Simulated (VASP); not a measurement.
Set up this calculation in VASP 6.6.1, as the native input.

```
Task                   : single point
Functional             : PBEsol
Potentials or basis    : VASP PAW PBE potentials, release 64 (Na_pv)
Cutoff                 : 520 eV
k mesh                 : 13 × 13 × 7
Occupations            : fermi-dirac, width 0.05 eV
Spin                   : no spin polarisation
Dipole correction      : no
Further INCAR settings : ALGO = Normal; EDIFF = 1e-06; NBANDS = 14
```

The structure of Na lies in POSCAR:

```
Na
1.0
    3.7670009976      0.0000000000      0.0000000000
   -1.8835004988      3.2623185600      0.0000000000
    0.0000000000      0.0000000000      6.2770800000
Na
2
Direct
    0.3333333333      0.6666666667      0.2500000000
    0.6666666667      0.3333333333      0.7500000000
```

This isn't the form of Na at room conditions, which is bcc.

This cell differs from its parent crystal: zz strain of +2 %.

These files were run (other wordings do the same):

INCAR

```
PREC     = Accurate       # precision mode
ENCUT    = 520            # plane-wave cutoff, eV
EDIFF    = 1E-6           # SCF threshold, eV
ISMEAR   = -1             # smearing method
SIGMA    = 0.05           # smearing width, eV
LREAL    = F              # projectors in reciprocal space
LASPH    = T              # aspherical terms in the spheres
NELM     = 80             # most SCF steps
ALGO     = Normal         # electronic algorithm
ISIF     = 2              # what is computed and relaxed
LWAVE    = F              # write WAVECAR
LCHARG   = T              # write CHGCAR
GGA      = PS             # functional
LELF     = T              # ELF
LVHAR    = T            
NBANDS   = 14             # bands
```

KPOINTS

```
Automatic mesh
0
Gamma
  13 13 7
```

Potentials or basis: VASP PAW PBE potentials, release 64 (Na_pv).

Run with:

```console
$ cat potpaw_PBE.64/Na_pv/POTCAR > POTCAR
$ mpirun -np 1 vasp_std > vasp.out
```

Results of the run:

| Item | Value |
| --- | --- |
| Pressure | -0.4 GPa |
| Band gap on the k mesh | zero (bands 7 and 8 overlap by 3.36 eV) |

Caveat: the cell differs from its parent crystal (zz strain of +2 %); the PAW data sets were made with another functional, which shifts forces and pressure a little.

Run time: 19 s on 1 thread of Intel(R) Xeon(R) 6975P-C (Granite Rapids) (shared host), peak memory 0.21 GiB.
